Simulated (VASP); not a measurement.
Runs of VASP 6.6.1 on CoSi2. The structure is that of space group I4/mmm (No. 139), or close to it. The cells are those of the table. 

```tsv
cell	gap on the mesh (eV)	pressure (GPa)
a = 3.652, b = 3.652, c = 4.217 Å, angles 54.7, 54.7, 70.5°, 3 atoms	none	16.0
a = 3.905, b = 3.905, c = 3.535 Å, angles 63.1, 63.1, 53.8°, 3 atoms	none	1.9
a = 4.099, b = 4.099, c = 3.347 Å, angles 65.9, 65.9, 48.2°, 3 atoms	none	(b)
a = 3.660, b = 3.660, c = 4.081 Å, angles 56.1, 56.1, 67.8°, 3 atoms	none	6.9
a = 3.992, b = 3.992, c = 3.442 Å, angles 64.5, 64.5, 51.1°, 3 atoms	none	(a)
```

Alike in all rows: task single point; level PBEsol; potentials or basis VASP PAW PBE potentials, release 64 (Co, Si); no spin polarisation; k mesh 18 × 18 × 18; cutoff (eV) 520; smearing gaussian 0.15 eV.

**Question.** Estimate the missing entries.

**Answer.** (a) 3.7; (b) 6.4.

Caveats: the PAW data sets were made with another functional, which shifts forces and pressure a little; an odd number of electrons without spin polarisation forces a metal; a magnetic or distorted state may lie lower; the stress differs along the axes, from -14 to 76 GPa (at least some runs); the stress differs along the axes, from -9 to 7 GPa (at least some runs); the stress differs along the axes, from -21 to 20 GPa (at least some runs); the stress differs along the axes, from -10 to 41 GPa (at least some runs).

A gap of «none» marks levels without a gap at the run's occupations.
